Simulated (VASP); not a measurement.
# SrO (I4mm) in VASP: a series of runs

The runs below take SrO through single point, with PBE.

Everything below comes from runs of VASP 6.6.1. Logs are shortened: lines on timing, memory, paths and dates and some standing lists are left out, and cuts for length are marked.

## 1. The cell of the first run

Symmetry: I4mm, No. 107, tetragonal system. The conventional cell has a = 3.634 Å, b = 3.634 Å, c = 5.140 Å, α = 90.00°, β = 90.00°, γ = 90.00°. Sr (site symmetry 4mm) has 6 O at 2.44 to 2.69 Å within 3.2 Å. Within 3.2 Å of O (site symmetry 4mm) lie 6 Sr at 2.44 to 2.69 Å.

## 2. Single point, PBE

File INCAR:

```
SYSTEM = SrO
PREC     = Accurate       ! precision mode
ENCUT    = 520            ! plane-wave cutoff, eV
EDIFF    = 1E-6           ! SCF threshold, eV
ISMEAR   = 0              ! smearing method
SIGMA    = 0.05           ! smearing width, eV
LREAL    = .False.        ! projectors in reciprocal space
LASPH    = .True.         ! aspherical terms in the spheres
NELM     = 60             ! most SCF steps
ALGO     = Normal         ! electronic algorithm
ISIF     = 2              ! what is computed and relaxed
LWAVE    = .False.        ! write WAVECAR
LCHARG   = .False.        ! write CHGCAR
GGA      = PE             ! functional
NBANDS   = 15             ! bands
```

File KPOINTS:

```
Automatic mesh
0
Gamma
  8 8 8
  0 0 0
```

File POSCAR:

```
SrO
1.0
    0.0000000000      2.5698000000      2.5698000000
    2.5698000000      0.0000000000      2.5698000000
    2.5698000000      2.5698000000      0.0000000000
Sr O
1 1
Direct
   -0.0243209588     -0.0243209588      0.0243209588
    0.5000000000      0.5000000000      0.5000000000
```

Potentials or basis: VASP PAW PBE potentials, release 64 (Sr_sv, O).

The run is started by

```console
> cat potpaw_PBE.64/Sr_sv/POTCAR potpaw_PBE.64/O/POTCAR > POTCAR
> mpirun -np 1 vasp_std > vasp.out
```

OUTCAR:

```text
SYSTEM = SrO
   PREC = Accurate
   ENCUT = 520
   EDIFF = 1E-6
   ISMEAR = 0
   LREAL = .False.
   LASPH = .True.
   NELM = 60
   ISIF = 2
   GGA = PE

 ion  position               nearest neighbor table
   1  0.976  0.976  0.024-   2 2.44   2 2.57   2 2.57   2 2.57   2 2.57   2 2.69
   2  0.500  0.500  0.500-   1 2.44   1 2.57   1 2.57   1 2.57   1 2.57   1 2.69

  LATTYP: Found a face centered cubic cell.
 ALAT       =     5.1396000000

  Lattice vectors:

 A1 = (   0.0000000000,   2.5698000000,   2.5698000000)
 A2 = (   2.5698000000,   0.0000000000,   2.5698000000)
 A3 = (   2.5698000000,   2.5698000000,   0.0000000000)

Analysis of symmetry for initial positions (statically):
=====================================================================
 Subroutine PRICEL returns:
 Original cell was already a primitive cell.

 Routine SETGRP: Setting up the symmetry group for a
 face centered cubic supercell.

 Subroutine GETGRP returns: Found  8 space group operations
 (whereof  8 operations were pure point group operations)
 out of a pool of 48 trial point group operations.

The static configuration has the point symmetry C_4v.

Analysis of symmetry for dynamics (positions and initial velocities):
=====================================================================
 Subroutine PRICEL returns:
 Original cell was already a primitive cell.

 Routine SETGRP: Setting up the symmetry group for a
 face centered cubic supercell.

 Subroutine GETGRP returns: Found  8 space group operations
 (whereof  8 operations were pure point group operations)
 out of a pool of 48 trial point group operations.

The dynamic configuration has the point symmetry C_4v.

 Subroutine INISYM returns: Found  8 space group operations
 (whereof  8 operations are pure point group operations),
 and found     1 'primitive' translations

----------------------------------------------------------------------------------------

                                     Primitive cell

  volume of cell :      33.9413

  direct lattice vectors                    reciprocal lattice vectors
     0.000000000  2.569800000  2.569800000    -0.194567671  0.194567671  0.194567671
     2.569800000  0.000000000  2.569800000     0.194567671 -0.194567671  0.194567671
     2.569800000  2.569800000  0.000000000     0.194567671  0.194567671 -0.194567671

  length of vectors
     3.634246013  3.634246013  3.634246013     0.337001091  0.337001091  0.337001091

  position of ions in fractional coordinates (direct lattice)
     0.975679041  0.975679041  0.024320959
     0.500000000  0.500000000  0.500000000

  ion indices of the primitive-cell ions
   primitive index   ion index
                 1           1
                 2           2

----------------------------------------------------------------------------------------

 KPOINTS: Automatic mesh

Automatic generation of k-mesh.
 Grid dimensions read from file:
 generate k-points for:    8    8    8

 Generating k-lattice:

  Cartesian coordinates                     Fractional coordinates (reciprocal lattice)
    -0.024320959  0.024320959  0.024320959     0.125000000  0.000000000  0.000000000
     0.024320959 -0.024320959  0.024320959     0.000000000  0.125000000  0.000000000
     0.024320959  0.024320959 -0.024320959     0.000000000  0.000000000  0.125000000

  Length of vectors
     0.042125136  0.042125136  0.042125136

  Shift w.r.t. Gamma in fractional coordinates (k-lattice)
     0.000000000  0.000000000  0.000000000

 Subroutine IBZKPT returns following result:
 ===========================================

 Found     59 irreducible k-points:

 Following reciprocal coordinates:
            Coordinates               Weight
  0.000000  0.000000  0.000000      1.000000
  0.125000  0.000000  0.000000      8.000000
  0.250000  0.000000  0.000000      8.000000
  0.375000  0.000000  0.000000      8.000000
  0.500000  0.000000  0.000000      4.000000
  0.125000  0.125000  0.000000      2.000000
[... 16 lines left out ...]
  0.000000  0.375000  0.250000     16.000000
  0.500000  0.250000  0.000000      8.000000
 [... further k-points ...]
   k-points           NKPTS =     59   k-points in BZ     NKDIM =     59   number of bands    NBANDS=     15
   number of dos      NEDOS =    301   number of ions     NIONS =      2
   total plane-waves  NPLWV =  21952
   dimension x,y,z NGX =    28 NGY =   28 NGZ =   28
   dimension x,y,z NGXF=    56 NGYF=   56 NGZF=   56
   ions per type =               1   1
   NGX,Y,Z   is equivalent  to a cutoff of  12.81, 12.81, 12.81 a.u.
   NGXF,Y,Z  is equivalent  to a cutoff of  25.62, 25.62, 25.62 a.u.
 SYSTEM =  SrO
   PREC   = accura    normal or accurate (medium, high low for compatibility)
   ISTART =      0    job   : 0-new  1-cont  2-samecut
   ICHARG =      2    charge: 1-file 2-atom 10-const
   ISPIN  =      1    spin polarized calculation?
   LNONCOLLINEAR =      F non collinear calculations
   LSORBIT =      F    spin-orbit coupling
   LASPH  =      T    aspherical Exc in radial PAW
   ENCUT  =  520.0 eV  38.22 Ry    6.18 a.u.   6.76  6.76  6.76*2*pi/ulx,y,z
   NELM   =     60;   NELMIN=  2; NELMDL= -5     # of ELM steps
   EDIFF  = 0.1E-05   stopping-criterion for ELM
   LREAL  =      F    real-space projection
   EDIFFG = 0.1E-04   stopping-criterion for IOM
   NSW    =      0    number of steps for IOM
   IBRION =     -1    ionic relax: 0-MD 1-quasi-New 2-CG
   NFREE  =      0    steps in history (QN), initial steepest desc. (CG)
   ISIF   =      2    stress and relaxation
   ISYM   =      2    0-nonsym 1-usesym 2-fastsym
   POTIM  = 0.5000    time-step for ionic-motion
   TEBEG  =    0.0;   TEEND  =   0.0 temperature during run
   PSTRESS=    0.0 pullay stress
   NELECT =      16.0000    total number of electrons
   NUPDOWN=      -1.0000    fix difference up-down
   EMIN   =  10.00;   EMAX   =-10.00  energy-range for DOS
   EFERMI =   0.00;   METHOD = LEGACY
   ISMEAR =     0;   SIGMA  =   0.05  broadening in eV -4-tet -1-fermi 0-gaus
   EFERMI_NEDOS =   21; number of points for ismear=-14 and -15
   IALGO  =     38    algorithm
   IMIX   =      4    mixing-type and parameters
     AMIX     =   0.40;   BMIX     =  1.00
     AMIX_MAG =   1.60;   BMIX_MAG =  1.00
  volume/ion in A,a.u.               =      16.97       114.52
  Fermi-wavevector in a.u.,A,eV,Ry     =   1.274106  2.407711 22.086959  1.623346
  Thomas-Fermi vector in A             =   2.406892
   LORBIT       =      0    0 simple, 1 ext, 2 COOP (PROOUT), +10 PAW based schemes
   GGA     = PE    functional components
   LHFCALC =     F    Hartree Fock is set to
   AEXX    =    0.0000 exact exchange contribution
   IVDW    =     0    specifies the selected vdW correction
   LEPSILON=     F    determine dielectric tensor
   LRPA    =     F    only Hartree local field effects (RPA)
 non-spin polarized calculation
 Gauss-broadening in eV      SIGMA  =   0.05
  energy-cutoff  :      520.00
  volume of cell :       33.94
 maximum number of plane-waves:       941
   NGX = 13   NGY = 13   NGZ = 13

 number of electron      15.9999997 magnetization

 Free energy of the ion-electron system (eV)
  ---------------------------------------------------
  ext. energy  EPLUGINS =         0.00000000
  ---------------------------------------------------
  free energy    TOTEN  =       -12.02116484 eV

  energy without entropy =      -12.02116484  energy(sigma->0) =      -12.02116484

 E-fermi :   1.9044     XC(G=0): -10.0291

 val. band max:        1.6322453877   @ k =   0.0000   0.0000   0.0000
 cond. band min:       4.9359145246   @ k =   0.5000   0.5000   0.0000
 fundamental gap:      3.3036691369
 Fermi energy:         1.9044273606

 k-point     1 :       0.0000    0.0000    0.0000
  band No.  band energies     occupation
      1     -30.7033      2.00000
      2     -13.4749      2.00000
      3     -12.3401      2.00000
      4     -12.3401      2.00000
      5     -12.3006      2.00000
      6       1.6216      2.00000
      7       1.6216      2.00000
      8       1.6322      2.00000
      9       5.6506      0.00000
     10       7.8918      0.00000
     11       7.9515      0.00000
     12       7.9515      0.00000
     13      10.0597      0.00000
     14      10.1566      0.00000
     15      14.3729      0.00000

 k-point     2 :       0.1250    0.0000    0.0000
  band No.  band energies     occupation
      1     -30.6832      2.00000
      2     -13.8228      2.00000
      3     -12.3626      2.00000
      4     -12.3527      2.00000
      5     -11.9926      2.00000
      6       1.1596      2.00000
      7       1.4341      2.00000
      8       1.4688      2.00000
      9       6.3394      0.00000
     10       7.7502      0.00000
     11       8.2204      0.00000
     12       8.2354      0.00000
     13      10.4767      0.00000
     14      10.5733      0.00000
     15      15.3707      0.00000

 k-point     3 :       0.2500    0.0000    0.0000
  band No.  band energies     occupation
      1     -30.6341      2.00000
      2     -14.3859      2.00000
      3     -12.3909      2.00000
      4     -12.3826      2.00000
      5     -11.5531      2.00000
      6       0.3613      2.00000
      7       1.0252      2.00000
      8       1.0538      2.00000
      9       7.5959      0.00000
     10       7.9448      0.00000
     11       9.0244      0.00000
     12       9.0332      0.00000
     13      11.4981      0.00000
     14      11.5899      0.00000
     15      17.3615      0.00000
[... 343 lines left out ...]
 k-point    23 :       0.0000    0.3750    0.2500
  band No.  band energies     occupation
      1     -30.5737      2.00000
      2     -14.3122      2.00000
      3     -12.6392      2.00000
      4     -12.5834      2.00000
      5     -11.8536      2.00000
      6       0.3990      2.00000
      7       1.1930      2.00000
      8       1.3829      2.00000
      9       6.0330      0.00000
     10       8.5949      0.00000
     11      10.7041      0.00000
     12      11.0292      0.00000
     13      11.7271      0.00000
     14      12.6301      0.00000
     15      17.7127      0.00000

 k-point    24 :       0.5000    0.2500    0.0000
  band No.  band energies     occupation
      1     -30.5430      2.00000
      2     -14.4974      2.00000
      3     -12.7920      2.00000
      4     -12.5704      2.00000
      5     -11.7190      2.00000
      6       0.4501      2.00000
      7       0.9313      2.00000
      8       1.0387      2.00000
      9       6.6826      0.00000
     10       9.2112      0.00000
     11      10.8408      0.00000
     12      11.3629      0.00000
     13      12.7383      0.00000
     14      14.0766      0.00000
     15      15.4860      0.00000

 [... further k-points ...]
[... 5 lines left out ...]
  --------------------------------------------------------------------------------------
  -------------------------------------------------------------------------------------
  Total        0.7039881      0.7039881      1.0942090      0.0000000      0.0000000      0.0000000
  in kB       33.2313456     33.2313456     51.6514949      0.0000000      0.0000000      0.0000000
  external PRESSURE =      39.3713953 kB  Pullay stress =       0.0000000 kB

 VOLUME and BASIS-vectors are now :
 -----------------------------------------------------------------------------
  energy-cutoff  :      520.00
  volume of cell :       33.94
      direct lattice vectors                 reciprocal lattice vectors
     0.000000000  2.569800000  2.569800000    -0.194567671  0.194567671  0.194567671
     2.569800000  0.000000000  2.569800000     0.194567671 -0.194567671  0.194567671
     2.569800000  2.569800000  0.000000000     0.194567671  0.194567671 -0.194567671

 POSITION                                       TOTAL-FORCE (eV/Angst)
 -----------------------------------------------------------------------------------
      2.56980      2.56980      5.01460         0.000000      0.000000      0.324769
      2.56980      2.56980      2.56980         0.000000      0.000000     -0.324769
 -----------------------------------------------------------------------------------
    total drift:                               -0.000000     -0.000000      0.000041

  FREE ENERGIE OF THE ION-ELECTRON SYSTEM (eV)
  ---------------------------------------------------
  free  energy   TOTEN  =       -12.0211648434 eV

  energy  without entropy=      -12.0211648434  energy(sigma->0) =      -12.02116484
```

Run time: 29 s. Hardware: 1 thread of Intel Xeon Platinum 8259CL at 2.50GHz (Skylake/Cascade Lake), shared host; peak memory 0.18 GiB.

Results:

- Free energy: -12.0212 eV
- Pressure: 3.9 GPa
- Largest force: 0.325 eV/Å
- Band gap on the k mesh: 3.30 eV, indirect (least direct gap 3.36 eV)

Forces on the atoms (eV/Å):
```
Sr   0.000  0.000  0.325
O    0.000  0.000 -0.325
```

Stress tensor (GPa, compression positive):
```
3.32 0.00 0.00
0.00 3.32 0.00
0.00 0.00 5.17
```

Levels at points of the mesh, in eV from the valence-band top:
```tsv
k point	band 4	band 5	band 6	band 7	band 8	band 9	band 10	band 11	band 12	band 13
(0.00, 0.00, 0.00)	-13.97	-13.93	-0.01	-0.01	0.00	4.02	6.26	6.32	6.32	8.43
(0.50, 0.00, 0.00)	-14.06	-12.78	-2.13	-1.11	-1.09	6.58	8.36	8.91	9.00	11.86
(0.50, 0.50, 0.00)	-14.34	-14.34	-0.37	-0.06	-0.06	3.30	7.79	10.23	10.31	11.14
(0.00, 0.50, 0.50)	-14.34	-14.22	-0.40	-0.15	-0.05	3.43	7.81	10.25	10.44	11.14
```

Caveat: the cell differs from its parent crystal (all Sr atoms moved +0.125 Å, as atom 1 towards its neighbour atom 2 (O) at 2.570 Å).

## 3. Single point, PBE

File INCAR:

```
SYSTEM = SrO
PREC     = Accurate       ! precision mode
ENCUT    = 520            ! plane-wave cutoff, eV
EDIFF    = 1E-6           ! SCF threshold, eV
ISMEAR   = 0              ! smearing method
SIGMA    = 0.05           ! smearing width, eV
LREAL    = .FALSE.        ! projectors in reciprocal space
LASPH    = .TRUE.         ! aspherical terms in the spheres
NELM     = 100            ! most SCF steps
ALGO     = Normal         ! electronic algorithm
ISIF     = 2              ! what is computed and relaxed
LWAVE    = .FALSE.        ! write WAVECAR
LCHARG   = .FALSE.        ! write CHGCAR
GGA      = PE             ! functional
NBANDS   = 15             ! bands
```

File KPOINTS:

```
Automatic mesh
0
G
  8 8 8
  0 0 0
```

POSCAR, as its differences from that of step 2:

```diff
@@ -8,3 +8,3 @@
 Direct
-   -0.0243209588     -0.0243209588      0.0243209588
+   -0.0121604794     -0.0121604794      0.0121604794
     0.5000000000      0.5000000000      0.5000000000
```

Potentials or basis: VASP PAW PBE potentials, release 64 (Sr_sv, O).

The run is started by

```console
> cat potpaw_PBE.64/Sr_sv/POTCAR potpaw_PBE.64/O/POTCAR > POTCAR
> mpirun -np 1 vasp_std > vasp.out
```

Run time: 27 s. Hardware: 1 thread of Intel Xeon Platinum 8259CL at 2.50GHz (Skylake/Cascade Lake), shared host; peak memory 0.18 GiB.

The run converged. Its results:

| Quantity | Value |
| --- | --- |
| Free energy | -12.0358 eV |
| Pressure | 3.6 GPa |
| Largest force | 0.149 eV/Å |
| Band gap on the k mesh | 3.27 eV, indirect (least direct gap 3.35 eV) |

Forces in eV/Å, atoms in the order of the input:
```
Sr   0.000  0.000  0.149
O    0.000  0.000 -0.149
```

Stress tensor (GPa, compression positive):
```
3.46 0.00 0.00
0.00 3.46 0.00
0.00 0.00 3.92
```

Levels at points of the mesh, in eV from the valence-band top:
```tsv
k point	band 5	band 6	band 7	band 8	band 9	band 10	band 11	band 12
(0.00, 0.00, 0.00)	-14.00	0.00	0.00	0.00	4.00	6.23	6.24	6.24
(0.50, 0.00, 0.00)	-12.82	-2.16	-1.13	-1.13	6.56	8.43	8.87	8.90
(0.50, 0.50, 0.00)	-14.38	-0.42	-0.08	-0.08	3.27	7.81	10.20	10.37
(0.00, 0.50, 0.50)	-14.34	-0.42	-0.10	-0.08	3.31	7.81	10.20	10.41
```

Caveat: the cell differs from its parent crystal (all Sr atoms moved +0.062 Å, as atom 1 towards its neighbour atom 2 (O) at 2.570 Å). A k mesh can miss the band edges.
